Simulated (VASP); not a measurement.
## C: single point with PBE

C:

```
C
1.0
     2.60836    0.00000    0.00000
    -1.30418    2.25890    0.00000
     0.00000    0.00000    4.34116
C
4
Cartesian
  0.0000 1.5059 0.2723
  1.3042 0.7530 2.4429
  0.0000 1.5059 1.8983
  1.3042 0.7530 4.0688
```

This cell differs from its parent crystal: volume scaled by 1.12.

* Program: VASP 6.6.1
* Task: single point
* Functional: PBE
* Potentials or basis: VASP PAW PBE potentials, release 64 (C)
* Cutoff: 520 eV
* k mesh: 12 × 12 × 7
* Occupations: fermi-dirac, width 0.05 eV
* Spin: no spin polarisation

```
Pressure               : -39.5 GPa
Largest force          : 0.115 eV/Å
Band gap on the k mesh : 3.67 eV, indirect (least direct gap 4.76 eV)
```

Forces on the atoms (eV/Å):
```
C    0.000  0.000 -0.115
C    0.000  0.000 -0.115
C    0.000  0.000  0.115
C    0.000  0.000  0.115
```

Stress tensor (GPa, compression positive):
```
-39.26   0.00   0.00
  0.00 -39.26   0.00
  0.00   0.00 -39.86
```

Levels at points of the mesh, in eV from the valence-band top:
| k point | band 5 | band 6 | band 7 | band 8 | band 9 | band 10 | band 11 | band 12 |
| --- | --- | --- | --- | --- | --- | --- | --- | --- |
| (0.00, 0.00, 0.00) | -2.73 | -0.39 | 0.00 | 0.00 | 4.76 | 4.76 | 5.04 | 6.72 |
| (0.50, 0.00, 0.00) | -8.29 | -5.73 | -5.19 | -2.79 | 4.20 | 7.81 | 7.84 | 7.84 |

Run time: 44 s on 1 thread of Intel Xeon 6975P-C, with other jobs on the host, peak memory 0.11 GiB.

 A k mesh can miss the band edges.
